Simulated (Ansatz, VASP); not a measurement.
**Ru in VASP and in Ansatz**

```
Ru
1.0
     2.71859    0.00000    0.00000
    -1.35930    2.35437    0.00000
     0.00000    0.00000    4.16243
Ru
2
Direct
  0.33333 0.66667 0.25000
  0.66667 0.33333 0.75000
```

Alike in both runs: task single point; functional PBEsol; k mesh 21 × 21 × 12; occupations gaussian, width 0.15 eV; no spin polarisation.

|  | VASP | Ansatz |
| --- | --- | --- |
| version | VASP 6.6.1 | Ansatz 0.2.0 |
| potentials or method | VASP PAW PBE potentials, release 64 (Ru_pv), cutoff 520 eV | scalar-relativistic, plane waves, PAW |
| valence electrons in the cell | 28 | 32 |

```csv
,VASP,Ansatz,Ansatz less VASP
gap on the k mesh at the Fermi level (eV),none,none,-
pressure (GPa),0.8,0.9,+0.11
"traceless stress, the component that is largest in VASP (GPa)",9.71,9.73,+0.016
```

VASP's potentials were made for PBE, not for PBEsol, and Ansatz warns of the same on its side. A gap of «none» marks a metal or a gap that the smearing closes. VASP's potentials hold 28 valence electrons a cell and Ansatz's 32, so a difference there can come from the potentials and not from the codes.
